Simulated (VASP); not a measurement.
Wanted: the native input for a VASP 6.6.1 run.

- Task: single point
- Functional: PBE
- Potentials or basis: VASP PAW PBE potentials, release 64 (Mg, O)
- Cutoff: 520 eV
- k mesh: 9 × 9 × 2
- Occupations: gaussian, width 0.05 eV
- Spin: no spin polarisation
- Dipole correction: no
- Further INCAR settings: ALGO = Normal; EDIFF = 1e-07; NBANDS = 36

The structure of MgO lies in POSCAR:

```
MgO
1.0
    2.1351500000     -2.1351500000      0.0000000000
    2.1351500000      0.0000000000     -2.1351500000
    8.3673949192      8.3673949192      8.3673949192
Mg O
6 6
Direct
    0.6666666667      0.6666666667      0.0425291667
    0.0000000000      0.0000000000      0.8931125006
    0.3333333333      0.3333333333      0.2126458335
    0.6666666667      0.6666666667      0.5528791671
    0.0000000000      0.0000000000      0.3827625003
    0.3333333333      0.3333333333      0.7229958338
    0.6666666667      0.6666666667      0.2977041669
    0.0000000000      0.0000000000      0.1275875001
    0.3333333333      0.3333333333      0.4678208337
    0.6666666667      0.6666666667      0.8080541672
    1.0000000000      1.0000000000      0.6379375004
    0.3333333333      0.3333333333      0.9781708340
```

One way to write it, as run:

INCAR

```
ALGO     = Normal         # electronic algorithm
EDIFF    = 1E-7           # SCF threshold, eV
ENCUT    = 520            # plane-wave cutoff, eV
GGA      = PE             # functional
ISIF     = 2              # what is computed and relaxed
ISMEAR   = 0              # smearing method
LASPH    = T              # aspherical terms in the spheres
LCHARG   = T              # write CHGCAR
LELF     = T              # ELF
LREAL    = F              # projectors in reciprocal space
LVHAR    = T            
LWAVE    = F              # write WAVECAR
NBANDS   = 36             # bands
NELM     = 80             # most SCF steps
PREC     = Accurate       # precision mode
SIGMA    = 0.05           # smearing width, eV
```

KPOINTS

```
k-points
0
Gamma
  9 9 2
```

Potentials or basis: VASP PAW PBE potentials, release 64 (Mg, O).

Launch:

```sh
$ cat potpaw_PBE.64/Mg/POTCAR potpaw_PBE.64/O/POTCAR > POTCAR
$ mpirun -np 1 vasp_std > vasp.out
```

It gave:

```
Pressure               : 1.5 GPa
Largest force          : 3.266 eV/Å
Band gap on the k mesh : 3.70 eV
```

Caveat: forces of over 1 eV/Å act on the atoms, so gaps and moduli don't describe the material at rest.

Wall time 110 s on 1 thread of Intel(R) Xeon(R) Platinum 8488C (Sapphire Rapids), with other jobs on the host, peak memory 0.26 GiB.
